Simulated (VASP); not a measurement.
# PtSe (F-43m) in VASP: single point with HSE06

Aim: the single point of PtSe with HSE06.

Everything below comes from runs of VASP 6.6.1. Logs are shortened: lines on timing, memory, paths and dates and some standing lists are left out, and cuts for length are marked.

## (1) The cell of the first run

Symmetry: F-43m, No. 216, cubic system. The conventional cell has a = 6.075 Å, b = 6.075 Å, c = 6.075 Å, α = 90.00°, β = 90.00°, γ = 90.00°. Within 3.5 Å of Pt (site symmetry -43m) lie 4 Se at 2.63 Å. Se (site symmetry -43m) has 4 Pt at 2.63 Å within 3.5 Å.

## (2) Single point, HSE06, non-collinear spin, zero start, spin-orbit coupling

Input file POSCAR:

```
PtSe
1.0
    0.0000000000      3.0374472300      3.0374472300
    3.0374472300      0.0000000000      3.0374472300
    3.0374472300      3.0374472300      0.0000000000
Pt Se
1 1
Direct
    0.0000000000      0.0000000000      0.0000000000
    0.2500000000      0.2500000000      0.2500000000
```

Input file INCAR.step1:

```
SYSTEM = PtSe
ALGO = Normal
EDIFF = 1E-5
ENCUT = 520
GGA = PE
GGA_COMPAT = .FALSE.
ISIF = 2
ISMEAR = -1
LASPH = .TRUE.
LCHARG = .FALSE.
LMAXMIX = 4
LNONCOLLINEAR = .TRUE.
LORBIT = 11
LORBMOM = .TRUE.
LREAL = .FALSE.
LSORBIT = .TRUE.
LWAVE = .TRUE.
MAGMOM = 0 0 0 0 0 0
NBANDS = 28
NELM = 150
PREC = Accurate
SIGMA = 0.05
```

Input file INCAR.step2:

```
SYSTEM = PtSe
ALGO = Normal
EDIFF = 1E-6
ENCUT = 520
GGA = PE
GGA_COMPAT = .FALSE.
HFSCREEN = 0.2079
ISIF = 2
ISMEAR = -1
ISTART = 1
LASPH = .TRUE.
LCHARG = .FALSE.
LHFCALC = .TRUE.
LMAXMIX = 4
LNONCOLLINEAR = .TRUE.
LORBIT = 11
LORBMOM = .TRUE.
LREAL = .FALSE.
LSORBIT = .TRUE.
LWAVE = .FALSE.
MAGMOM = 0 0 0 0 0 0
NBANDS = 28
NELM = 150
PREC = Accurate
PRECFOCK = Normal
SIGMA = 0.05
```

Input file KPOINTS:

```
k-points
0
G
  4 4 4
  0 0 0
```

Potentials or basis: VASP PAW PBE potentials, release 64 (Pt, Se).

Launch:

```sh
cat potpaw_PBE.64/Pt/POTCAR potpaw_PBE.64/Se/POTCAR > POTCAR
cp INCAR.step1 INCAR
mpirun -np 1 vasp_ncl > vasp.out
cp INCAR.step2 INCAR
mpirun -np 1 vasp_ncl > vasp.out
```

OUTCAR:

```text
SYSTEM = PtSe
   EDIFF = 1E-6
   ENCUT = 520
   GGA = PE
   HFSCREEN = 0.2079
   ISIF = 2
   ISMEAR = -1
   ISTART = 1
   LASPH = .TRUE.
   LHFCALC = .TRUE.
   LNONCOLLINEAR = .TRUE.
   LORBIT = 11
   LREAL = .FALSE.
   LSORBIT = .TRUE.
   NELM = 150
   PREC = Accurate
   PRECFOCK = Normal

 ion  position               nearest neighbor table
   1  0.000  0.000  0.000-   2 2.63   2 2.63   2 2.63   2 2.63
   2  0.250  0.250  0.250-   1 2.63   1 2.63   1 2.63   1 2.63

  LATTYP: Found a face centered cubic cell.
 ALAT       =     6.0748944600

  Lattice vectors:

 A1 = (   0.0000000000,   3.0374472300,   3.0374472300)
 A2 = (   3.0374472300,   0.0000000000,   3.0374472300)
 A3 = (   3.0374472300,   3.0374472300,   0.0000000000)

Analysis of symmetry for initial positions (statically):
=====================================================================
 Subroutine PRICEL returns:
 Original cell was already a primitive cell.

 Routine SETGRP: Setting up the symmetry group for a
 face centered cubic supercell.

 Subroutine GETGRP returns: Found 24 space group operations
 (whereof 24 operations were pure point group operations)
 out of a pool of 48 trial point group operations.

The static configuration has the point symmetry T_d .

Analysis of symmetry for dynamics (positions and initial velocities):
=====================================================================
 Subroutine PRICEL returns:
 Original cell was already a primitive cell.

 Routine SETGRP: Setting up the symmetry group for a
 face centered cubic supercell.

 Subroutine GETGRP returns: Found 24 space group operations
 (whereof 24 operations were pure point group operations)
 out of a pool of 48 trial point group operations.

The dynamic configuration has the point symmetry T_d .

Analysis of structural, dynamic, and magnetic symmetry:
=====================================================================
 Subroutine PRICEL returns:
 Original cell was already a primitive cell.

 Routine SETGRP: Setting up the symmetry group for a
 face centered cubic supercell.

 Subroutine GETGRP returns: Found 24 space group operations
 (whereof 24 operations were pure point group operations)
 out of a pool of 48 trial point group operations.

The overall configuration has the point symmetry T_d .

 Subroutine INISYM returns: Found 24 space group operations
 (whereof 24 operations are pure point group operations),
 and found     1 'primitive' translations

----------------------------------------------------------------------------------------
[... 475 lines left out ...]
    total drift:                               -0.000039      0.000022     -0.000009

  FREE ENERGIE OF THE ION-ELECTRON SYSTEM (eV)
  ---------------------------------------------------
  free  energy   TOTEN  =       -11.0840070590 eV

  energy  without entropy=      -11.0574610578  energy(sigma->0) =      -11.07073406

 orbital moment (x)

 # of ion     p       d       tot
 ----------------------------------------
  1        -0.000   0.000   0.000
  2        -0.000  -0.000  -0.000
 ----------------------------------------
           -0.000   0.000   0.000

 orbital moment (y)

 # of ion     p       d       tot
 ----------------------------------------
  1         0.000   0.000   0.000
  2        -0.000   0.000  -0.000
 ----------------------------------------
           -0.000   0.000   0.000

 orbital moment (z)

 # of ion     p       d       tot
 ----------------------------------------
  1         0.000   0.000   0.000
  2        -0.000  -0.000  -0.000
 ----------------------------------------
           -0.000   0.000   0.000

 Spin-Orbit-Coupling matrix elements

 Ion:    1  E_soc:     -0.7916001
 l=   1
     0.0000000    -0.0148444    -0.0148446
    -0.0148444     0.0000000    -0.0148452
    -0.0148446    -0.0148452     0.0000000
 l=   2
     0.0000000    -0.0329479     0.0000000    -0.0329490    -0.0841403
    -0.0329479     0.0000000    -0.0631048    -0.0329488    -0.0210353
     0.0000000    -0.0631048     0.0000000    -0.0631051     0.0000000
    -0.0329490    -0.0329488    -0.0631051     0.0000000    -0.0210348
    -0.0841403    -0.0210353     0.0000000    -0.0210348     0.0000000
 l=   3
     0.0000000     0.0000000     0.0000000     0.0000000     0.0000000     0.0000000     0.0000000
     0.0000000     0.0000000     0.0000000     0.0000000     0.0000000     0.0000000     0.0000000
     0.0000000     0.0000000     0.0000000     0.0000000     0.0000000     0.0000000     0.0000000
     0.0000000     0.0000000     0.0000000     0.0000000     0.0000000     0.0000000     0.0000000
     0.0000000     0.0000000     0.0000000     0.0000000     0.0000000     0.0000000     0.0000000
     0.0000000     0.0000000     0.0000000     0.0000000     0.0000000     0.0000000     0.0000000
     0.0000000     0.0000000     0.0000000     0.0000000     0.0000000     0.0000000     0.0000000

 Ion:    2  E_soc:     -0.0162062
 l=   1
     0.0000000    -0.0026480    -0.0026480
    -0.0026480     0.0000000    -0.0026481
    -0.0026480    -0.0026481     0.0000000
 l=   2
     0.0000000    -0.0000271     0.0000000    -0.0000271    -0.0000258
    -0.0000271     0.0000000    -0.0000194    -0.0000271    -0.0000065
     0.0000000    -0.0000194     0.0000000    -0.0000194     0.0000000
    -0.0000271    -0.0000271    -0.0000194     0.0000000    -0.0000065
    -0.0000258    -0.0000065     0.0000000    -0.0000065     0.0000000
 l=   3
     0.0000000     0.0000000     0.0000000     0.0000000     0.0000000     0.0000000     0.0000000
     0.0000000     0.0000000     0.0000000     0.0000000     0.0000000     0.0000000     0.0000000
     0.0000000     0.0000000     0.0000000     0.0000000     0.0000000     0.0000000     0.0000000
     0.0000000     0.0000000     0.0000000     0.0000000     0.0000000     0.0000000     0.0000000
     0.0000000     0.0000000     0.0000000     0.0000000     0.0000000     0.0000000     0.0000000
     0.0000000     0.0000000     0.0000000     0.0000000     0.0000000     0.0000000     0.0000000
     0.0000000     0.0000000     0.0000000     0.0000000     0.0000000     0.0000000     0.0000000

 total charge

# of ion       s       p       d       tot
------------------------------------------
    1        0.573   0.327   8.122   9.021
    2        1.488   2.144   0.063   3.696
--------------------------------------------------
tot          2.061   2.471   8.185  12.717

 magnetization (x)

# of ion       s       p       d       tot
------------------------------------------
    1       -0.000   0.000   0.000   0.000
    2        0.000  -0.000  -0.000  -0.000
--------------------------------------------------
tot         -0.000   0.000  -0.000   0.000

 magnetization (y)

# of ion       s       p       d       tot
------------------------------------------
    1       -0.000   0.000   0.000   0.000
    2        0.000   0.000   0.000   0.000
--------------------------------------------------
tot          0.000   0.000   0.000   0.000

 magnetization (z)

# of ion       s       p       d       tot
------------------------------------------
    1        0.000   0.000   0.000   0.000
    2        0.000  -0.000  -0.000  -0.000
--------------------------------------------------
tot          0.000   0.000   0.000   0.000
```

OUTCAR.step1:

```text
SYSTEM = PtSe
   EDIFF = 1E-5
   ENCUT = 520
   GGA = PE
   ISIF = 2
   ISMEAR = -1
   LASPH = .TRUE.
   LNONCOLLINEAR = .TRUE.
   LORBIT = 11
   LREAL = .FALSE.
   LSORBIT = .TRUE.
   NELM = 150
   PREC = Accurate

[... 627 lines left out ...]

# of ion       s       p       d       tot
------------------------------------------
    1       -0.000   0.000   0.000  -0.000
    2        0.000   0.000   0.000   0.000
--------------------------------------------------
tot         -0.000   0.000   0.000  -0.000

 magnetization (z)

# of ion       s       p       d       tot
------------------------------------------
    1       -0.000   0.000   0.000   0.000
    2        0.000   0.000   0.000   0.000
--------------------------------------------------
tot         -0.000   0.000   0.000   0.000
```

OSZICAR.step1:

```text
N       E                     dE             d eps       ncg     rms          rms(c)
DAV:   1     0.812690374292E+02    0.81269E+02   -0.68293E+03   560   0.987E+02
DAV:   2    -0.528474811237E+01   -0.86554E+02   -0.79946E+02   664   0.202E+02
DAV:   3    -0.974094715058E+01   -0.44562E+01   -0.43743E+01   664   0.435E+01
DAV:   4    -0.978549787021E+01   -0.44551E-01   -0.44502E-01   616   0.484E+00
DAV:   5    -0.978618977059E+01   -0.69190E-03   -0.69189E-03   636   0.592E-01    0.813E+00
DAV:   6    -0.959883682382E+01    0.18735E+00   -0.80504E-01   584   0.921E+00    0.524E+00
DAV:   7    -0.956029239012E+01    0.38544E-01   -0.84538E-02   596   0.332E+00    0.312E+00
DAV:   8    -0.955444865693E+01    0.58437E-02   -0.22975E-02   584   0.113E+00    0.690E-01
DAV:   9    -0.955408649857E+01    0.36216E-03   -0.68555E-04   600   0.240E-01    0.201E-01
DAV:  10    -0.955402755987E+01    0.58939E-04   -0.54180E-04   588   0.142E-01    0.514E-02
DAV:  11    -0.955402136416E+01    0.61957E-05   -0.44851E-05   596   0.671E-02
   1 F= -.95540214E+01 E0= -.95407836E+01  d E =-.264756E-01  mag=     0.0000    -0.0000     0.0000
```

Wall time 42 min (1 thread of AMD EPYC 7R13 (Zen 3), shared host); peak memory 0.4 GiB.

What came out:

| Quantity | Value |
| --- | --- |
| Free energy | -11.0840 eV |
| Pressure | -13.2 GPa |
| Net moment | 0.00 μB per cell |
| Valence electrons inside the program's atomic spheres | Pt 9.02; Se 3.70 |

Moments on the atoms (μB; x, y, z):
```
Pt  0.00 0.00 0.00
Se  0.00 0.00 0.00
```

Caveat: the k points lie up to 0.45 Å⁻¹ apart; the PAW data sets were made with another functional, which shifts forces and pressure a little.
